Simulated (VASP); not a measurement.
## Sn: single point with PBE+D3(BJ)

Crystal: Sn.

```xyz
2
Lattice="-1.7544 1.7546 -2.1675 -1.7544 1.7546 2.1675 3.5088 3.5092 0.0000" Properties=species:S:1:pos:R:3 pbc="T T T"
Sn    0.0318    0.0318    0.0000
Sn   -0.0318    3.4774    0.0000
```

This cell differs from its parent crystal: atoms displaced along a vibrational mode.

| Quantity | Value |
| --- | --- |
| Program | VASP 6.6.1 |
| Task | single point |
| Functional | PBE |
| Dispersion | D3(BJ) |
| Potentials or basis | VASP PAW PBE potentials, release 64 (Sn_d) |
| Cutoff | 520 eV |
| k mesh | 18 × 18 × 12 |
| Occupations | gaussian, width 0.15 eV |
| Spin | no spin polarisation |

```yaml
Pressure: 0.2 GPa
Largest_force: 0.204 eV/Å
Band_gap_on_the_k_mesh: zero (bands 14 and 15 overlap by 5.77 eV)
Dispersion_energy_per_atom: -0.392 eV
```

Forces in eV/Å, atoms in the order of the input:
```
Sn  -0.144 -0.144  0.000
Sn   0.144  0.144  0.000
```

Stress tensor (GPa, compression positive):
```
 0.17 -0.03  0.00
-0.03  0.17  0.00
 0.00  0.00  0.26
```

Levels at points of the mesh, in eV from the Fermi level:
```tsv
k point	band 10	band 11	band 12	band 13	band 14	band 15	band 16	band 17	band 18	band 19
(0.00, 0.00, 0.00)	-21.39	-11.31	-5.54	-4.10	2.35	3.21	6.20	6.42	7.71	7.99
(0.50, 0.00, 0.00)	-21.46	-7.68	-7.68	-1.22	-1.22	-0.14	-0.14	5.44	5.44	10.01
(0.50, 0.50, 0.00)	-21.39	-5.55	-4.12	-3.56	-2.78	0.94	0.94	2.37	3.18	4.28
(0.00, 0.00, 0.50)	-21.47	-9.95	-9.44	2.52	2.93	3.91	4.45	4.64	5.10	7.44
(0.50, 0.00, 0.50)	-21.42	-6.82	-6.82	-4.71	-4.71	4.80	4.80	6.38	6.38	9.34
(0.50, 0.50, 0.50)	-21.40	-4.67	-4.41	-2.65	-2.18	-1.27	-0.77	0.34	0.50	9.70
```

Run time: 8 min on 1 thread of Intel(R) Xeon(R) 6975P-C (Granite Rapids) (shared host), peak memory 0.91 GiB.

Caveat: the cell differs from its parent crystal (atoms displaced along a vibrational mode); spin-orbit coupling is left out, which moves the levels of the heavy elements.
